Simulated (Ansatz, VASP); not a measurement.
# Ag in VASP and in Ansatz

Contents of INCAR:

```
PREC     = Accurate       # precision mode
ENCUT    = 600            # plane-wave cutoff, eV
EDIFF    = 1E-7           # SCF threshold, eV
ISMEAR   = 0              # smearing method
SIGMA    = 0.1            # smearing width, eV
LREAL    = F              # projectors in reciprocal space
LASPH    = T              # aspherical terms in the spheres
NELM     = 60             # most SCF steps
ALGO     = Fast           # electronic algorithm
ISIF     = 3              # what is computed and relaxed
LWAVE    = F              # write WAVECAR
LCHARG   = F              # write CHGCAR
IBRION   = 2              # ionic algorithm
NSW      = 100            # ionic steps
EDIFFG   = -0.005         # ionic threshold
```

Contents of KPOINTS:

```
Automatic mesh
0
Gamma
  18 18 10
```

File POSCAR:

```
Ag
1.0
    2.8560219714      0.0000000000      0.0000000000
   -1.4280109857      2.4733875810      0.0000000000
    0.0000000000      0.0000000000      4.5767576970
Ag
2
Direct
    0.3333333333      0.6666666667      0.2500000000
    0.6666666667      0.3333333333      0.7500000000
```

Input for Ansatz:

```yaml
crystal:
  lattice:
    - [2.8560219714, 0.0, 0.0]
    - [-1.4280109857, 2.473387581, 0.0]
    - [0.0, 0.0, 4.576757697]
  atoms:
    - { symbol: Ag, position: [0.3333333333, 0.6666666667, 0.25] }
    - { symbol: Ag, position: [0.6666666667, 0.3333333333, 0.75] }
basis:
  ecutwfc: 420
kpoints:
  mp_grid: { grid: [18, 18, 10] }
hamiltonian:
  xc: lda
scf:
  occupations: { method: gaussian, width: 0.1 }
output:
  forces: true
  stress: true
  eigenvalues: true
  write_density: true
  write_potential: true
  elf: true
  volumetric_format: npy
relax:
  adjacent_minimum: "off"
  f_tol: 0.005
  max_steps: 80
  cell: { stress_tol: 0.05 }
```

Alike in both runs: task relaxation of cell and atoms; functional LDA; k mesh 18 × 18 × 10; occupations gaussian, width 0.1 eV; no spin polarisation.

|  | VASP | Ansatz |
| --- | --- | --- |
| version | VASP 6.6.1 | Ansatz 0.2.0 |
| potentials or method | VASP PAW LDA potentials, release 64 (Ag), cutoff 600 eV | scalar-relativistic, plane waves, PAW |
| valence electrons in the cell | 22 | 38 |

```csv
,VASP,Ansatz,Ansatz less VASP
"gap on the k mesh at the Fermi level, each at its own relaxed structure (eV)",none,none,-
relaxed volume (Å³/atom),16.06,16.05,-0.015
relaxed length of the cell vector where the two differ most in proportion (Å),2.830,2.829,-0.0010
```

LDA's correlation is that of Perdew and Zunger in VASP and of Perdew and Wang (1992) in Ansatz. A gap of «none» marks a metal or a gap that the smearing closes. VASP's potentials hold 22 valence electrons a cell and Ansatz's 38, so a difference there can come from the potentials and not from the codes.
